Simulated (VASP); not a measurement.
# BeS (F-43m) in VASP: further runs

Runs on BeS. Level: PBE. Tasks: single point.

All numbers are computed with VASP 6.6.1; they aren't measurements. Logs are shortened: lines on timing, memory, paths and dates and some standing lists are left out, and cuts for length are marked.

## Step 1: The cell of the first run

The structure is cubic, space group F-43m (No. 216). Conventional cell: a = 4.870 Å, b = 4.870 Å, c = 4.870 Å, α = 90.00°, β = 90.00°, γ = 90.00°. Be (site symmetry -43m) has 4 S at 2.11 Å within 2.8 Å. Within 2.8 Å of S (site symmetry -43m) lie 4 Be at 2.11 Å.

## Step 2: Single point, PBE

The input, INCAR:

```
PREC = Accurate ; ENCUT = 520
EDIFF = 1E-6 ; ISMEAR = -1
SIGMA = 0.03 ; LREAL = F
LASPH = T ; NELM = 60
ALGO = Normal ; ISIF = 2
LWAVE = F ; LCHARG = F
GGA = PE ; NBANDS = 11
```

The input, KPOINTS:

```
regular mesh
0
Gamma
  10 10 10
```

The input, POSCAR:

```
BeS
1.0
    0.0000000000      2.4351516489      2.4351516489
    2.4351516489      0.0000000000      2.4351516489
    2.4351516489      2.4351516489      0.0000000000
Be S
1 1
Direct
    0.0000000000      0.0000000000      0.0000000000
    0.2500000000      0.2500000000      0.2500000000
```

Potentials or basis: VASP PAW PBE potentials, release 64 (Be, S).

Command:

```sh
$ cat potpaw_PBE.64/Be/POTCAR potpaw_PBE.64/S/POTCAR > POTCAR
$ mpirun -np 1 vasp_std > vasp.out
```

OUTCAR:

```text
PREC = Accurate
   ENCUT = 520
   EDIFF = 1E-6
   ISMEAR = -1
   LREAL = F
   LASPH = T
   NELM = 60
   ISIF = 2
   GGA = PE

 ion  position               nearest neighbor table
   1  0.000  0.000  0.000-   2 2.11   2 2.11   2 2.11   2 2.11
   2  0.250  0.250  0.250-   1 2.11   1 2.11   1 2.11   1 2.11

  LATTYP: Found a face centered cubic cell.
 ALAT       =     4.8703032978

  Lattice vectors:

 A1 = (   0.0000000000,   2.4351516489,   2.4351516489)
 A2 = (   2.4351516489,   0.0000000000,   2.4351516489)
 A3 = (   2.4351516489,   2.4351516489,   0.0000000000)

Analysis of symmetry for initial positions (statically):
=====================================================================
 Subroutine PRICEL returns:
 Original cell was already a primitive cell.

 Routine SETGRP: Setting up the symmetry group for a
 face centered cubic supercell.

 Subroutine GETGRP returns: Found 24 space group operations
 (whereof 24 operations were pure point group operations)
 out of a pool of 48 trial point group operations.

The static configuration has the point symmetry T_d .

Analysis of symmetry for dynamics (positions and initial velocities):
=====================================================================
 Subroutine PRICEL returns:
 Original cell was already a primitive cell.

 Routine SETGRP: Setting up the symmetry group for a
 face centered cubic supercell.

 Subroutine GETGRP returns: Found 24 space group operations
 (whereof 24 operations were pure point group operations)
 out of a pool of 48 trial point group operations.

The dynamic configuration has the point symmetry T_d .

 Subroutine INISYM returns: Found 24 space group operations
 (whereof 24 operations are pure point group operations),
 and found     1 'primitive' translations

----------------------------------------------------------------------------------------

                                     Primitive cell

  volume of cell :      28.8807

  direct lattice vectors                    reciprocal lattice vectors
     0.000000000  2.435151649  2.435151649    -0.205326022  0.205326022  0.205326022
     2.435151649  0.000000000  2.435151649     0.205326022 -0.205326022  0.205326022
     2.435151649  2.435151649  0.000000000     0.205326022  0.205326022 -0.205326022

  length of vectors
     3.443824488  3.443824488  3.443824488     0.355635101  0.355635101  0.355635101

  position of ions in fractional coordinates (direct lattice)
     0.000000000  0.000000000  0.000000000
     0.250000000  0.250000000  0.250000000

  ion indices of the primitive-cell ions
   primitive index   ion index
                 1           1
                 2           2

----------------------------------------------------------------------------------------

 KPOINTS: regular mesh

Automatic generation of k-mesh.
 Grid dimensions read from file:
 generate k-points for:   10   10   10

 Generating k-lattice:

  Cartesian coordinates                     Fractional coordinates (reciprocal lattice)
    -0.020532602  0.020532602  0.020532602     0.100000000  0.000000000  0.000000000
     0.020532602 -0.020532602  0.020532602     0.000000000  0.100000000  0.000000000
     0.020532602  0.020532602 -0.020532602     0.000000000  0.000000000  0.100000000

  Length of vectors
     0.035563510  0.035563510  0.035563510

  Shift w.r.t. Gamma in fractional coordinates (k-lattice)
     0.000000000  0.000000000  0.000000000

 Subroutine IBZKPT returns following result:
 ===========================================

 Found     47 irreducible k-points:

 Following reciprocal coordinates:
            Coordinates               Weight
  0.000000  0.000000  0.000000      1.000000
  0.100000  0.000000  0.000000      8.000000
  0.200000  0.000000  0.000000      8.000000
  0.300000  0.000000  0.000000      8.000000
  0.400000  0.000000  0.000000      8.000000
  0.500000  0.000000  0.000000      4.000000
[... 16 lines left out ...]
  0.300000  0.300000  0.000000      6.000000
  0.400000  0.300000  0.000000     24.000000
 [... further k-points ...]
   k-points           NKPTS =     47   k-points in BZ     NKDIM =     47   number of bands    NBANDS=     11
   number of dos      NEDOS =    301   number of ions     NIONS =      2
   total plane-waves  NPLWV =  21952
   dimension x,y,z NGX =    28 NGY =   28 NGZ =   28
   dimension x,y,z NGXF=    56 NGYF=   56 NGZF=   56
   ions per type =               1   1
   NGX,Y,Z   is equivalent  to a cutoff of  13.52, 13.52, 13.52 a.u.
   NGXF,Y,Z  is equivalent  to a cutoff of  27.03, 27.03, 27.03 a.u.
 SYSTEM =  unknown system
   PREC   = accura    normal or accurate (medium, high low for compatibility)
   ISTART =      0    job   : 0-new  1-cont  2-samecut
   ICHARG =      2    charge: 1-file 2-atom 10-const
   ISPIN  =      1    spin polarized calculation?
   LNONCOLLINEAR =      F non collinear calculations
   LSORBIT =      F    spin-orbit coupling
   LASPH  =      T    aspherical Exc in radial PAW
   ENCUT  =  520.0 eV  38.22 Ry    6.18 a.u.   6.40  6.40  6.40*2*pi/ulx,y,z
   NELM   =     60;   NELMIN=  2; NELMDL= -5     # of ELM steps
   EDIFF  = 0.1E-05   stopping-criterion for ELM
   LREAL  =      F    real-space projection
   EDIFFG = 0.1E-04   stopping-criterion for IOM
   NSW    =      0    number of steps for IOM
   IBRION =     -1    ionic relax: 0-MD 1-quasi-New 2-CG
   NFREE  =      0    steps in history (QN), initial steepest desc. (CG)
   ISIF   =      2    stress and relaxation
   ISYM   =      2    0-nonsym 1-usesym 2-fastsym
   POTIM  = 0.5000    time-step for ionic-motion
   TEBEG  =    0.0;   TEEND  =   0.0 temperature during run
   PSTRESS=    0.0 pullay stress
   NELECT =       8.0000    total number of electrons
   NUPDOWN=      -1.0000    fix difference up-down
   EMIN   =  10.00;   EMAX   =-10.00  energy-range for DOS
   EFERMI =   0.00;   METHOD = LEGACY
   ISMEAR =    -1;   SIGMA  =   0.03  broadening in eV -4-tet -1-fermi 0-gaus
   EFERMI_NEDOS =   21; number of points for ismear=-14 and -15
   IALGO  =     38    algorithm
   IMIX   =      4    mixing-type and parameters
     AMIX     =   0.40;   BMIX     =  1.00
     AMIX_MAG =   1.60;   BMIX_MAG =  1.00
  volume/ion in A,a.u.               =      14.44        97.45
  Fermi-wavevector in a.u.,A,eV,Ry     =   1.067175  2.016668 15.495153  1.138862
  Thomas-Fermi vector in A             =   2.202783
   LORBIT       =      0    0 simple, 1 ext, 2 COOP (PROOUT), +10 PAW based schemes
   GGA     = PE    functional components
   LHFCALC =     F    Hartree Fock is set to
   AEXX    =    0.0000 exact exchange contribution
   IVDW    =     0    specifies the selected vdW correction
   LEPSILON=     F    determine dielectric tensor
   LRPA    =     F    only Hartree local field effects (RPA)
 non-spin polarized calculation
  energy-cutoff  :      520.00
  volume of cell :       28.88
 maximum number of plane-waves:       794
 NGX is ok and might be reduce to    28
   NGX = 13   NGY = 13   NGZ = 13

 number of electron       7.9999999 magnetization

 Free energy of the ion-electron system (eV)
  ---------------------------------------------------
  ext. energy  EPLUGINS =         0.00000000
  ---------------------------------------------------
  free energy    TOTEN  =       -10.01337184 eV

  energy without entropy =      -10.01337184  energy(sigma->0) =      -10.01337184

 E-fermi :   4.5962     XC(G=0):  -9.6791

 val. band max:        4.0458682926   @ k =   0.0000   0.0000   0.0000
 cond. band min:       7.1844764962   @ k =   0.5000   0.5000   0.0000
 fundamental gap:      3.1386082035
 Fermi energy:         4.5961843413

 k-point     1 :       0.0000    0.0000    0.0000
  band No.  band energies     occupation
      1      -9.5632      2.00000
      2       4.0459      2.00000
      3       4.0459      2.00000
      4       4.0459      2.00000
      5       9.7206      0.00000
      6       9.7206      0.00000
      7       9.7206      0.00000
      8       9.8260      0.00000
      9      16.8351      0.00000
     10      16.8351      0.00000
     11      18.8211      0.00000

 k-point     2 :       0.1000    0.0000    0.0000
  band No.  band energies     occupation
      1      -9.4509      2.00000
      2       3.2324      2.00000
      3       3.9157      2.00000
      4       3.9157      2.00000
      5       9.6344      0.00000
      6       9.9567      0.00000
      7       9.9567      0.00000
      8      10.7365      0.00000
      9      16.3292      0.00000
     10      16.3292      0.00000
     11      18.7549      0.00000

 k-point     3 :       0.2000    0.0000    0.0000
  band No.  band energies     occupation
      1      -9.1306      2.00000
      2       1.6154      2.00000
      3       3.6191      2.00000
      4       3.6191      2.00000
      5       9.5896      0.00000
      6      10.4337      0.00000
      7      10.4337      0.00000
      8      12.3968      0.00000
      9      15.8367      0.00000
     10      15.8367      0.00000
     11      18.4165      0.00000

 k-point     4 :       0.3000    0.0000    0.0000
  band No.  band energies     occupation
      1      -8.6643      2.00000
      2       0.0081      2.00000
      3       3.3146      2.00000
      4       3.3146      2.00000
      5       9.5393      0.00000
      6      10.6943      0.00000
      7      10.6943      0.00000
      8      13.9563      0.00000
      9      16.2694      0.00000
     10      16.2694      0.00000
     11      18.1789      0.00000

 k-point     5 :       0.4000    0.0000    0.0000
  band No.  band energies     occupation
      1      -8.1981      2.00000
      2      -1.1968      2.00000
      3       3.1032      2.00000
      4       3.1032      2.00000
      5       9.4965      0.00000
      6      10.6628      0.00000
      7      10.6628      0.00000
      8      14.9238      0.00000
      9      17.6560      0.00000
     10      17.6560      0.00000
     11      18.5388      0.00000
[... 211 lines left out ...]
 k-point    21 :      -0.3000    0.2000    0.0000
  band No.  band energies     occupation
      1      -8.0672      2.00000
      2      -0.5574      2.00000
      3       1.2968      2.00000
      4       2.9569      2.00000
      5       9.9301      0.00000
      6      11.6934      0.00000
      7      11.8259      0.00000
      8      13.7133      0.00000
      9      15.3756      0.00000
     10      17.6977      0.00000
     11      20.5551      0.00000

 k-point    22 :      -0.2000    0.2000    0.0000
  band No.  band energies     occupation
      1      -8.5068      2.00000
      2       0.3410      2.00000
      3       1.7437      2.00000
      4       3.3713      2.00000
      5      10.3172      0.00000
      6      11.1004      0.00000
      7      11.4423      0.00000
      8      12.7123      0.00000
      9      14.6709      0.00000
     10      18.4367      0.00000
     11      19.4591      0.00000

 k-point    23 :       0.3000    0.3000    0.0000
  band No.  band energies     occupation
      1      -8.3653      2.00000
      2       0.6514      2.00000
      3       2.1135      2.00000
      4       2.1135      2.00000
      5       8.1484      0.00000
      6      10.0241      0.00000
      7      13.6739      0.00000
      8      13.6739      0.00000
      9      16.1703      0.00000
     10      18.6521      0.00000
     11      21.3651      0.00000

 k-point    24 :       0.4000    0.3000    0.0000
  band No.  band energies     occupation
      1      -7.9997      2.00000
      2      -0.0692      2.00000
      3       1.6375      2.00000
      4       1.8939      2.00000
      5       8.1257      0.00000
      6       9.9041      0.00000
      7      14.1292      0.00000
      8      14.2621      0.00000
      9      17.6751      0.00000
     10      19.3587      0.00000
     11      20.7604      0.00000

 [... further k-points ...]
[... 5 lines left out ...]
  --------------------------------------------------------------------------------------
  -------------------------------------------------------------------------------------
  Total        0.0626304      0.0626304      0.0626304      0.0000000      0.0000000      0.0000000
  in kB        3.4744619      3.4744619      3.4744619      0.0000000      0.0000000      0.0000000
  external PRESSURE =       3.4744619 kB  Pullay stress =       0.0000000 kB

 VOLUME and BASIS-vectors are now :
 -----------------------------------------------------------------------------
  energy-cutoff  :      520.00
  volume of cell :       28.88
      direct lattice vectors                 reciprocal lattice vectors
     0.000000000  2.435151649  2.435151649    -0.205326022  0.205326022  0.205326022
     2.435151649  0.000000000  2.435151649     0.205326022 -0.205326022  0.205326022
     2.435151649  2.435151649  0.000000000     0.205326022  0.205326022 -0.205326022

 POSITION                                       TOTAL-FORCE (eV/Angst)
 -----------------------------------------------------------------------------------
      0.00000      0.00000      0.00000         0.000000      0.000000      0.000000
      1.21758      1.21758      1.21758        -0.000000     -0.000000     -0.000000
 -----------------------------------------------------------------------------------
    total drift:                                0.000000      0.000000      0.000000

  FREE ENERGIE OF THE ION-ELECTRON SYSTEM (eV)
  ---------------------------------------------------
  free  energy   TOTEN  =       -10.0133718448 eV

  energy  without entropy=      -10.0133718447  energy(sigma->0) =      -10.01337184
```

It took 7.7 s on 1 thread of Intel Xeon 6975P-C, shared host; peak memory 0.15 GiB.

What came out:

* Free energy: -10.0134 eV
* Pressure: 0.3 GPa
* Band gap on the k mesh: 3.14 eV, indirect (least direct gap 5.67 eV)

A k mesh can miss the band edges. PBE gaps usually lie below the measured ones, often by a third to a half.

## Step 3: Single point, PBE

The input, INCAR:

```
SYSTEM = BeS
PREC     = Accurate       ! precision mode
ENCUT    = 520            ! plane-wave cutoff, eV
EDIFF    = 1E-6           ! SCF threshold, eV
ISMEAR   = -1             ! smearing method
SIGMA    = 0.03           ! smearing width, eV
LREAL    = .FALSE.        ! projectors in reciprocal space
LASPH    = .TRUE.         ! aspherical terms in the spheres
NELM     = 80             ! most SCF steps
ALGO     = Normal         ! electronic algorithm
ISIF     = 2              ! what is computed and relaxed
LWAVE    = .FALSE.        ! write WAVECAR
LCHARG   = .FALSE.        ! write CHGCAR
GGA      = PE             ! functional
NBANDS   = 11             ! bands
```

The input, KPOINTS:

```
Automatic mesh
0
G
  10 10 10
  0 0 0
```

POSCAR is that of step 2.

Potentials or basis: VASP PAW PBE potentials, release 64 (Be, S).

Command:

```sh
$ cat potpaw_PBE.64/Be/POTCAR potpaw_PBE.64/S/POTCAR > POTCAR
$ mpirun -np 1 vasp_std > vasp.out
```

OUTCAR:

```text
SYSTEM = BeS
   PREC = Accurate
   ENCUT = 520
   EDIFF = 1E-6
   ISMEAR = -1
   LREAL = .FALSE.
   LASPH = .TRUE.
   NELM = 80
   ISIF = 2
   GGA = PE

 ion  position               nearest neighbor table
   1  0.000  0.000  0.000-   2 2.11   2 2.11   2 2.11   2 2.11
   2  0.250  0.250  0.250-   1 2.11   1 2.11   1 2.11   1 2.11

  LATTYP: Found a face centered cubic cell.
 ALAT       =     4.8703032978

  Lattice vectors:

 A1 = (   0.0000000000,   2.4351516489,   2.4351516489)
 A2 = (   2.4351516489,   0.0000000000,   2.4351516489)
 A3 = (   2.4351516489,   2.4351516489,   0.0000000000)

Analysis of symmetry for initial positions (statically):
=====================================================================
 Subroutine PRICEL returns:
 Original cell was already a primitive cell.

 Routine SETGRP: Setting up the symmetry group for a
 face centered cubic supercell.

 Subroutine GETGRP returns: Found 24 space group operations
 (whereof 24 operations were pure point group operations)
 out of a pool of 48 trial point group operations.

The static configuration has the point symmetry T_d .

Analysis of symmetry for dynamics (positions and initial velocities):
[... 164 lines left out ...]
 Fermi energy:         4.5961843413

 k-point     1 :       0.0000    0.0000    0.0000
  band No.  band energies     occupation
      1      -9.5632      2.00000
      2       4.0459      2.00000
      3       4.0459      2.00000
      4       4.0459      2.00000
      5       9.7206      0.00000
      6       9.7206      0.00000
      7       9.7206      0.00000
      8       9.8260      0.00000
      9      16.8351      0.00000
     10      16.8351      0.00000
     11      18.8211      0.00000
[... 309 lines left out ...]
 k-point    24 :       0.4000    0.3000    0.0000
  band No.  band energies     occupation
      1      -7.9997      2.00000
      2      -0.0692      2.00000
      3       1.6375      2.00000
      4       1.8939      2.00000
      5       8.1257      0.00000
      6       9.9041      0.00000
      7      14.1292      0.00000
      8      14.2621      0.00000
      9      17.6751      0.00000
     10      19.3587      0.00000
     11      20.7604      0.00000

 [... further k-points ...]
[... 5 lines left out ...]
  --------------------------------------------------------------------------------------
  -------------------------------------------------------------------------------------
  Total        0.0626304      0.0626304      0.0626304      0.0000000      0.0000000      0.0000000
  in kB        3.4744619      3.4744619      3.4744619      0.0000000      0.0000000      0.0000000
  external PRESSURE =       3.4744619 kB  Pullay stress =       0.0000000 kB

 VOLUME and BASIS-vectors are now :
 -----------------------------------------------------------------------------
  energy-cutoff  :      520.00
  volume of cell :       28.88
      direct lattice vectors                 reciprocal lattice vectors
     0.000000000  2.435151649  2.435151649    -0.205326022  0.205326022  0.205326022
     2.435151649  0.000000000  2.435151649     0.205326022 -0.205326022  0.205326022
     2.435151649  2.435151649  0.000000000     0.205326022  0.205326022 -0.205326022

 POSITION                                       TOTAL-FORCE (eV/Angst)
 -----------------------------------------------------------------------------------
      0.00000      0.00000      0.00000         0.000000      0.000000      0.000000
      1.21758      1.21758      1.21758        -0.000000     -0.000000     -0.000000
 -----------------------------------------------------------------------------------
    total drift:                                0.000000      0.000000      0.000000

  FREE ENERGIE OF THE ION-ELECTRON SYSTEM (eV)
  ---------------------------------------------------
  free  energy   TOTEN  =       -10.0133718448 eV

  energy  without entropy=      -10.0133718447  energy(sigma->0) =      -10.01337184
```

OSZICAR:

```text
N       E                     dE             d eps       ncg     rms          rms(c)
DAV:   1     0.203584818566E+02    0.20358E+02   -0.37709E+03  1034   0.615E+02
DAV:   2    -0.896433381303E+01   -0.29323E+02   -0.27716E+02  1345   0.115E+02
DAV:   3    -0.101742631924E+02   -0.12099E+01   -0.12075E+01  1333   0.235E+01
DAV:   4    -0.101817298745E+02   -0.74667E-02   -0.74653E-02  1282   0.214E+00
DAV:   5    -0.101817928053E+02   -0.62931E-04   -0.62930E-04  1355   0.194E-01    0.557E+00
DAV:   6    -0.100506802635E+02    0.13111E+00   -0.11836E-01  1187   0.163E+00    0.380E+00
DAV:   7    -0.100119931402E+02    0.38687E-01   -0.11377E-01  1292   0.176E+00    0.101E+00
DAV:   8    -0.100132299597E+02   -0.12368E-02   -0.65316E-03  1355   0.411E-01    0.140E-01
DAV:   9    -0.100133210011E+02   -0.91041E-04   -0.49831E-04  1290   0.140E-01    0.275E-02
DAV:  10    -0.100133664873E+02   -0.45486E-04   -0.75607E-05  1231   0.494E-02    0.107E-02
DAV:  11    -0.100133715724E+02   -0.50851E-05   -0.16404E-05  1291   0.211E-02    0.869E-03
DAV:  12    -0.100133718448E+02   -0.27236E-06   -0.40430E-07   891   0.451E-03
   1 F= -.10013372E+02 E0= -.10013372E+02  d E =-.427920E-10
```

It took 7 s on 1 thread of Intel Xeon 6975P-C, shared host; peak memory 0.15 GiB.

Results:

```
Free energy            : -10.0134 eV
Pressure               : 0.3 GPa
Band gap on the k mesh : 3.14 eV, indirect (least direct gap 5.67 eV)
```

A k mesh can miss the band edges. PBE gaps usually lie below the measured ones, often by a third to a half.
